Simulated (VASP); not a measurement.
The system is MgS.

```
Mg S
1.0
     0.00000    2.60152    2.60152
     2.60152    0.00000    2.60152
     2.60152    2.60152    0.00000
Mg S
1 1
Direct
  0.00000 0.00000 0.00000
  0.50000 0.50000 0.50000
```

Program: VASP 6.6.1. Alike in all runs: task single point; no spin polarisation; cell as given; cutoff (eV) 520.

**Question.** Order these runs on this cell by their pressure, lowest first.
A. level PBE; potentials or basis VASP PAW PBE potentials, release 64 (Mg, S); k mesh 8 × 8 × 8; smearing fermi-dirac 0.02 eV
B. level LDA; potentials or basis VASP PAW LDA potentials, release 64 (Mg, S); k mesh 8 × 8 × 8; smearing gaussian 0.01 eV
C. level PBE0; potentials or basis VASP PAW PBE potentials, release 64 (Mg, S); k mesh 6 × 6 × 6; smearing gaussian 0.01 eV; grid for exact exchange (PRECFOCK) Normal; share of exact exchange 0.25

**Answer.** B (-3.8 GPa), C (-0.7 GPa), A (0.9 GPa).

Caveats: the PAW data sets were made with another functional, which shifts forces and pressure a little (at least some runs); the cell stands under tension (at least some runs).
